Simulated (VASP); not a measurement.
Wanted: the native input for a VASP 6.6.1 run.

- Task: single point
- Functional: PBE
- Potentials or basis: VASP PAW PBE potentials, release 64 (In_d, As)
- Cutoff: 520 eV
- k mesh: 6 × 6 × 2
- Occupations: gaussian, width 0.1 eV
- Spin: no spin polarisation
- Dipole correction: no
- Further INCAR settings: ALGO = Normal; EDIFF = 1e-07; NBANDS = 36

The structure of InAs lies in POSCAR:

```
InAs
1.0
    4.1708742900      0.0000000000      0.0000000000
   -2.0854371400      3.6120830900      0.0000000000
    0.0000000000      0.0000000000      9.1343490900
In As
3 3
Direct
    0.0000000000      0.5000000000      0.1666666700
    0.5000000000      0.5000000000      0.8333333300
    0.5000000000      0.0000000000      0.5000000000
    0.5000000000      0.5000000000      0.3333333300
    0.5000000000      0.0000000000      0.0000000000
    0.0000000000      0.5000000000      0.6666666700
```

One way to write it, as run:

INCAR

```
SYSTEM = InAs
ALGO = Normal
EDIFF = 1E-7
ENCUT = 520
GGA = PE
ISIF = 2
ISMEAR = 0
LASPH = .True.
LCHARG = .False.
LREAL = .False.
LWAVE = .False.
NBANDS = 36
NELM = 100
PREC = Accurate
SIGMA = 0.1
```

KPOINTS

```
k-points
0
Gamma
  6 6 2
  0 0 0
```

Potentials or basis: VASP PAW PBE potentials, release 64 (In_d, As).

Launch:

```bash
$ cat potpaw_PBE.64/In_d/POTCAR potpaw_PBE.64/As/POTCAR > POTCAR
$ mpirun -np 1 vasp_std > vasp.out
```

It gave:

```
Pressure               : 11.1 GPa
Band gap on the k mesh : 0.39 eV, indirect (least direct gap 0.67 eV)
```

Caveat: spin-orbit coupling is left out, which moves the levels of the heavy elements.

Wall time 63 s on 1 thread of Intel(R) Xeon(R) Platinum 8488C (Sapphire Rapids) (shared host), peak memory 0.26 GiB.
